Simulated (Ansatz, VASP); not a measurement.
Si3N2 in VASP and in Ansatz

```
Si N
1.0
     2.86283    0.00000    0.00000
    -1.43142    2.47928    0.00000
     0.00000    0.00000    9.04323
Si N
3 2
Direct
  0.00000 0.00000 0.00000
  0.33333 0.66667 0.75778
  0.66667 0.33333 0.24222
  0.33333 0.66667 0.30863
  0.66667 0.33333 0.69137
```

Alike in both runs: functional PBE; k mesh 6 × 6 × 4; occupations gaussian, width 0.1 eV; no spin polarisation.

Ansatz relaxed the structure, and its values are those at the end. VASP's run is a single point on that final structure, the one shown.

```csv
,VASP,Ansatz
version,VASP 6.6.1,Ansatz 0.2.0
potentials or method,"VASP PAW PBE potentials, release 64 (Si, N), cutoff 520 eV","scalar-relativistic, plane waves, PAW"
valence electrons in the cell,22,22
```

Ansatz gave:

| Item | Value |
| --- | --- |
| gap on the k mesh at the Fermi level (eV) | none |
| pressure (GPa) | 0.0 |
| rms of the force components (eV/Å) | 0.006 |

Q: Estimate VASP's values.

A: gap on the k mesh at the Fermi level (eV): none; pressure (GPa): 0.0; rms of the force components (eV/Å): 0.020.

A gap of «none» marks a metal or a gap that the smearing closes.

The k mesh is coarse, so the values compare programs but aren't converged.
